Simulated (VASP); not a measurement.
# Hf2Ge3Ru (P4/mmm) in VASP: notebook

Hf2Ge3Ru is run at these levels: PBE; tasks: single point, relaxation of cell and atoms.

All numbers are computed with VASP 6.6.1; they aren't measurements. Logs are shortened: lines on timing, memory, paths and dates and some standing lists are left out, and cuts for length are marked.

**1. The cell of the first run**

It takes space group P4/mmm (No. 123, tetragonal). Conventional cell: a = 3.076 Å, b = 3.076 Å, c = 10.753 Å, α = 90.00°, β = 90.00°, γ = 90.00°. Hf (site symmetry 4mm) has 8 Ge at 2.89 to 2.95 Å and 4 Hf at 3.08 Å and 1 Ru at 3.38 Å within 3.8 Å. Within 3.5 Å of Ge (site symmetry 4mm) lie 4 Ru at 2.63 Å and 4 Hf at 2.89 Å and 5 Ge at 2.96 to 3.08 Å. Ge (site symmetry 4/mmm) has 8 Hf at 2.95 Å and 6 Ge at 3.08 to 3.90 Å within 3.9 Å. Within 3.5 Å of Ru (site symmetry 4/mmm) lie 8 Ge at 2.63 Å and 4 Ru at 3.08 Å and 2 Hf at 3.38 Å.

The cell was generated, and may not be a known phase.

**2. Single point, PBE**

INCAR reads:

```
SYSTEM = Hf2Ge3Ru
PREC = Accurate
ENCUT = 520
EDIFF = 1E-7
ISMEAR = 0
SIGMA = 0.1
LREAL = .False.
LASPH = .True.
NELM = 80
ALGO = Normal
ISIF = 2
LWAVE = .False.
LCHARG = .False.
GGA = PE
NBANDS = 47
```

KPOINTS reads:

```
Automatic mesh
0
Gamma
  6 6 2
  0 0 0
```

POSCAR reads:

```
Hf2Ge3Ru
1.0
    3.0760421440      0.0000000000      0.0000000000
    0.0000000000      3.0760421440      0.0000000000
    0.0000000000      0.0000000000     10.7527670595
Hf Ge Ru
2 3 1
Direct
    0.0000000000      0.0000000000      0.3143090022
    0.0000000000      0.0000000000      0.6856909978
    0.5000000000      0.5000000000      0.1374590957
    0.5000000000      0.5000000000      0.5000000000
    0.5000000000      0.5000000000      0.8625409043
    0.0000000000      0.0000000000      0.0000000000
```

Potentials or basis: VASP PAW PBE potentials, release 64 (Hf_pv, Ge_d, Ru_pv).

The run is started by

```
$ cat potpaw_PBE.64/Hf_pv/POTCAR potpaw_PBE.64/Ge_d/POTCAR potpaw_PBE.64/Ru_pv/POTCAR > POTCAR
$ mpirun -np 1 vasp_std > vasp.out
```

OUTCAR:

```text
SYSTEM = Hf2Ge3Ru
   PREC = Accurate
   ENCUT = 520
   EDIFF = 1E-7
   ISMEAR = 0
   LREAL = .False.
   LASPH = .True.
   NELM = 80
   ISIF = 2
   GGA = PE

 ion  position               nearest neighbor table
   1  0.000  0.000  0.314-   3 2.89   3 2.89   3 2.89   3 2.89   4 2.95   4 2.95   4 2.95   4 2.95
                             6 3.38
   2  0.000  0.000  0.686-   5 2.89   5 2.89   5 2.89   5 2.89   4 2.95   4 2.95   4 2.95   4 2.95
                             6 3.38
   3  0.500  0.500  0.137-   6 2.63   6 2.63   6 2.63   6 2.63   1 2.89   1 2.89   1 2.89   1 2.89

   4  0.500  0.500  0.500-   1 2.95   2 2.95   1 2.95   2 2.95   1 2.95   2 2.95   1 2.95   2 2.95

   5  0.500  0.500  0.863-   6 2.63   6 2.63   6 2.63   6 2.63   2 2.89   2 2.89   2 2.89   2 2.89

   6  0.000  0.000  0.000-   3 2.63   5 2.63   3 2.63   5 2.63   3 2.63   5 2.63   3 2.63   5 2.63
                             1 3.38   2 3.38

  LATTYP: Found a simple tetragonal cell.
 ALAT       =     3.0760421440
 C/A-ratio  =     3.4956501102

  Lattice vectors:

 A1 = (   3.0760421440,   0.0000000000,   0.0000000000)
 A2 = (   0.0000000000,   3.0760421440,   0.0000000000)
 A3 = (   0.0000000000,   0.0000000000,  10.7527670595)

Analysis of symmetry for initial positions (statically):
=====================================================================
 Subroutine PRICEL returns:
 Original cell was already a primitive cell.

 Routine SETGRP: Setting up the symmetry group for a
 simple tetragonal supercell.

 Subroutine GETGRP returns: Found 16 space group operations
 (whereof 16 operations were pure point group operations)
 out of a pool of 16 trial point group operations.

The static configuration has the point symmetry D_4h.

Analysis of symmetry for dynamics (positions and initial velocities):
=====================================================================
 Subroutine PRICEL returns:
 Original cell was already a primitive cell.

 Routine SETGRP: Setting up the symmetry group for a
 simple tetragonal supercell.

 Subroutine GETGRP returns: Found 16 space group operations
 (whereof 16 operations were pure point group operations)
 out of a pool of 16 trial point group operations.

The dynamic configuration has the point symmetry D_4h.

 Subroutine INISYM returns: Found 16 space group operations
 (whereof 16 operations are pure point group operations),
 and found     1 'primitive' translations

----------------------------------------------------------------------------------------

                                     Primitive cell

  volume of cell :     101.7431

  direct lattice vectors                    reciprocal lattice vectors
     3.076042144  0.000000000  0.000000000     0.325093075  0.000000000  0.000000000
     0.000000000  3.076042144  0.000000000     0.000000000  0.325093075  0.000000000
     0.000000000  0.000000000 10.752767060     0.000000000  0.000000000  0.092999318

  length of vectors
     3.076042144  3.076042144 10.752767060     0.325093075  0.325093075  0.092999318

  position of ions in fractional coordinates (direct lattice)
     0.000000000  0.000000000  0.314309002
     0.000000000  0.000000000  0.685690998
     0.500000000  0.500000000  0.137459096
     0.500000000  0.500000000  0.500000000
     0.500000000  0.500000000  0.862540904
     0.000000000  0.000000000  0.000000000

  ion indices of the primitive-cell ions
   primitive index   ion index
                 1           1
                 2           2
                 3           3
                 4           4
                 5           5
                 6           6

----------------------------------------------------------------------------------------

 KPOINTS: Automatic mesh

Automatic generation of k-mesh.
 Grid dimensions read from file:
 generate k-points for:    6    6    2

 Generating k-lattice:

  Cartesian coordinates                     Fractional coordinates (reciprocal lattice)
     0.054182179  0.000000000  0.000000000     0.166666667  0.000000000  0.000000000
     0.000000000  0.054182179  0.000000000     0.000000000  0.166666667  0.000000000
     0.000000000  0.000000000  0.046499659     0.000000000  0.000000000  0.500000000

  Length of vectors
     0.054182179  0.054182179  0.046499659

  Shift w.r.t. Gamma in fractional coordinates (k-lattice)
     0.000000000  0.000000000  0.000000000

 Subroutine IBZKPT returns following result:
 ===========================================

 Found     20 irreducible k-points:

 Following reciprocal coordinates:
            Coordinates               Weight
  0.000000  0.000000  0.000000      1.000000
  0.166667  0.000000  0.000000      4.000000
  0.333333  0.000000  0.000000      4.000000
  0.500000  0.000000  0.000000      2.000000
  0.166667  0.166667  0.000000      4.000000
  0.333333  0.166667  0.000000      8.000000
[... 12 lines left out ...]
  0.500000  0.333333  0.500000      4.000000
  0.500000  0.500000  0.500000      1.000000
   k-points           NKPTS =     20   k-points in BZ     NKDIM =     20   number of bands    NBANDS=     47
   number of dos      NEDOS =    301   number of ions     NIONS =      6
   total plane-waves  NPLWV =  46080
   dimension x,y,z NGX =    24 NGY =   24 NGZ =   80
   dimension x,y,z NGXF=    48 NGYF=   48 NGZF=  160
   ions per type =               2   3   1
   NGX,Y,Z   is equivalent  to a cutoff of  12.97, 12.97, 12.37 a.u.
   NGXF,Y,Z  is equivalent  to a cutoff of  25.94, 25.94, 24.74 a.u.
 SYSTEM =  Hf2Ge3Ru
   PREC   = accura    normal or accurate (medium, high low for compatibility)
   ISTART =      0    job   : 0-new  1-cont  2-samecut
   ICHARG =      2    charge: 1-file 2-atom 10-const
   ISPIN  =      1    spin polarized calculation?
   LNONCOLLINEAR =      F non collinear calculations
   LSORBIT =      F    spin-orbit coupling
   LASPH  =      T    aspherical Exc in radial PAW
   ENCUT  =  520.0 eV  38.22 Ry    6.18 a.u.   5.72  5.72 19.99*2*pi/ulx,y,z
   NELM   =     80;   NELMIN=  2; NELMDL= -5     # of ELM steps
   EDIFF  = 0.1E-06   stopping-criterion for ELM
   LREAL  =      F    real-space projection
   EDIFFG = 0.1E-05   stopping-criterion for IOM
   NSW    =      0    number of steps for IOM
   IBRION =     -1    ionic relax: 0-MD 1-quasi-New 2-CG
   NFREE  =      0    steps in history (QN), initial steepest desc. (CG)
   ISIF   =      2    stress and relaxation
   ISYM   =      2    0-nonsym 1-usesym 2-fastsym
   POTIM  = 0.5000    time-step for ionic-motion
   TEBEG  =    0.0;   TEEND  =   0.0 temperature during run
   PSTRESS=    0.0 pullay stress
   NELECT =      76.0000    total number of electrons
   NUPDOWN=      -1.0000    fix difference up-down
   EMIN   =  10.00;   EMAX   =-10.00  energy-range for DOS
   EFERMI =   0.00;   METHOD = LEGACY
   ISMEAR =     0;   SIGMA  =   0.10  broadening in eV -4-tet -1-fermi 0-gaus
   EFERMI_NEDOS =   21; number of points for ismear=-14 and -15
   IALGO  =     38    algorithm
   IMIX   =      4    mixing-type and parameters
     AMIX     =   0.40;   BMIX     =  1.00
     AMIX_MAG =   1.60;   BMIX_MAG =  1.00
  volume/ion in A,a.u.               =      16.96       114.43
  Fermi-wavevector in a.u.,A,eV,Ry     =   1.485403  2.807006 30.020213  2.206423
  Thomas-Fermi vector in A             =   2.598819
   LORBIT       =      0    0 simple, 1 ext, 2 COOP (PROOUT), +10 PAW based schemes
   GGA     = PE    functional components
   LHFCALC =     F    Hartree Fock is set to
   AEXX    =    0.0000 exact exchange contribution
   IVDW    =     0    specifies the selected vdW correction
   LEPSILON=     F    determine dielectric tensor
   LRPA    =     F    only Hartree local field effects (RPA)
 non-spin polarized calculation
 Gauss-broadening in eV      SIGMA  =   0.10
  energy-cutoff  :      520.00
  volume of cell :      101.74
 maximum number of plane-waves:      2760
 NGX is ok and might be reduce to    24
   NGX = 11   NGY = 11   NGZ = 39

 number of electron      76.0000003 magnetization

 Free energy of the ion-electron system (eV)
  ---------------------------------------------------
  ext. energy  EPLUGINS =         0.00000000
  ---------------------------------------------------
  free energy    TOTEN  =       -44.73556405 eV

  energy without entropy =      -44.71561590  energy(sigma->0) =      -44.72558997

 E-fermi :   8.0707     XC(G=0): -12.2630

 val. band max:        8.0510615114   @ k =   0.1667   0.1667   0.5000
 cond. band min:       8.0969179458   @ k =   0.3333   0.3333   0.0000
 fundamental gap:      0.0458564344
 Fermi energy:         8.0706778849

 k-point     1 :       0.0000    0.0000    0.0000
  band No.  band energies     occupation
      1     -34.5019      2.00000
      2     -34.4605      2.00000
      3     -34.4605      2.00000
      4     -22.8750      2.00000
      5     -22.8456      2.00000
      6     -22.3907      2.00000
[... 39 lines left out ...]
     46      13.1642      0.00000
     47      13.1892      0.00000

 k-point     2 :       0.1667    0.0000    0.0000
  band No.  band energies     occupation
      1     -34.4996      2.00000
      2     -34.4976      2.00000
      3     -34.4570      2.00000
      4     -22.8556      2.00000
      5     -22.8285      2.00000
      6     -22.5423      2.00000
[... 39 lines left out ...]
     46      12.0134      0.00000
     47      13.0023      0.00000

 k-point     3 :       0.3333    0.0000    0.0000
  band No.  band energies     occupation
      1     -34.5771      2.00000
      2     -34.4891      2.00000
      3     -34.4501      2.00000
      4     -22.8341      2.00000
      5     -22.8298      2.00000
      6     -22.8167      2.00000
[... 39 lines left out ...]
     46      11.4881      0.00000
     47      12.0111      0.00000

 k-point     4 :       0.5000    0.0000    0.0000
  band No.  band energies     occupation
      1     -34.6155      2.00000
      2     -34.4847      2.00000
      3     -34.4466      2.00000
      4     -22.9747      2.00000
      5     -22.9691      2.00000
      6     -22.7971      2.00000
[... 739 lines left out ...]
     46      11.0714      0.00000
     47      11.2654      0.00000

 k-point    19 :       0.5000    0.3333    0.5000
  band No.  band energies     occupation
      1     -34.6012      2.00000
      2     -34.5593      2.00000
      3     -34.4733      2.00000
      4     -22.9130      2.00000
      5     -22.9108      2.00000
      6     -22.7585      2.00000
[... 39 lines left out ...]
     46      11.1745      0.00000
     47      11.2725      0.00000

 k-point    20 :       0.5000    0.5000    0.5000
  band No.  band energies     occupation
      1     -34.5964      2.00000
      2     -34.5964      2.00000
      3     -34.4695      2.00000
      4     -22.8922      2.00000
      5     -22.8922      2.00000
      6     -22.8912      2.00000
[... 39 lines left out ...]
     46      12.1724      0.00000
     47      12.1724      0.00000

------------------------ aborting loop because EDIFF is reached ----------------------------------------

  FORCE on cell =-STRESS in cart. coord.  units (eV):
  Direction    XX          YY          ZZ          XY          YZ          ZX
  --------------------------------------------------------------------------------------
  -------------------------------------------------------------------------------------
  Total       -0.1076646     -0.1076646      0.0131585      0.0000000     -0.0000000     -0.0000000
  in kB       -1.6954254     -1.6954254      0.2072104      0.0000000     -0.0000000     -0.0000000
  external PRESSURE =      -1.0612134 kB  Pullay stress =       0.0000000 kB

 VOLUME and BASIS-vectors are now :
 -----------------------------------------------------------------------------
  energy-cutoff  :      520.00
  volume of cell :      101.74
      direct lattice vectors                 reciprocal lattice vectors
     3.076042144  0.000000000  0.000000000     0.325093075  0.000000000  0.000000000
     0.000000000  3.076042144  0.000000000     0.000000000  0.325093075  0.000000000
     0.000000000  0.000000000 10.752767060     0.000000000  0.000000000  0.092999318

 POSITION                                       TOTAL-FORCE (eV/Angst)
 -----------------------------------------------------------------------------------
      0.00000      0.00000      3.37969         0.000000     -0.000000     -0.003407
      0.00000      0.00000      7.37308        -0.000000     -0.000000      0.003407
      1.53802      1.53802      1.47807        -0.000000      0.000000      0.041811
      1.53802      1.53802      5.37638        -0.000000      0.000000     -0.000000
      1.53802      1.53802      9.27470        -0.000000      0.000000     -0.041811
      0.00000      0.00000      0.00000        -0.000000      0.000000     -0.000000
 -----------------------------------------------------------------------------------
    total drift:                                0.000000     -0.000000      0.000000

  FREE ENERGIE OF THE ION-ELECTRON SYSTEM (eV)
  ---------------------------------------------------
  free  energy   TOTEN  =       -44.7355640530 eV

  energy  without entropy=      -44.7156158966  energy(sigma->0) =      -44.72558997
```

Wall time 74 s (1 thread of Intel Xeon Platinum 8488C (Sapphire Rapids), shared host); peak memory 0.25 GiB.

Results:

```
Free energy            : -44.7356 eV
Pressure               : -0.1 GPa
Largest force          : 0.042 eV/Å
Band gap on the k mesh : zero (bands 38 and 39 overlap by 1.75 eV)
```

Forces in eV/Å, atoms in the order of the input:
```
Hf   0.000  0.000 -0.003
Hf   0.000  0.000  0.003
Ge   0.000  0.000  0.042
Ge   0.000  0.000  0.000
Ge   0.000  0.000 -0.042
Ru   0.000  0.000  0.000
```

Levels at points of the mesh, in eV from the Fermi level:
```csv
k point,band 36,band 37,band 38,band 39,band 40,band 41
"(0.00, 0.00, 0.00)",-0.65,-0.20,0.87,0.97,0.97,1.86
"(0.50, 0.00, 0.00)",-1.29,-1.18,-1.14,0.78,1.43,1.76
"(0.50, 0.50, 0.00)",-2.36,-0.44,-0.44,0.25,0.54,0.89
"(0.00, 0.00, 0.50)",-0.79,-0.65,1.38,1.38,1.41,1.60
"(0.50, 0.00, 0.50)",-1.82,-1.18,-0.82,0.80,1.34,1.89
"(0.50, 0.50, 0.50)",-0.61,-0.54,-0.08,0.47,0.47,0.54
```

Caveat: spin-orbit coupling is left out, which moves the levels of the heavy elements.

(Continued in part 2 of 3.)

The gap in the log of VASP goes by the Fermi energy; the results here count the filled bands.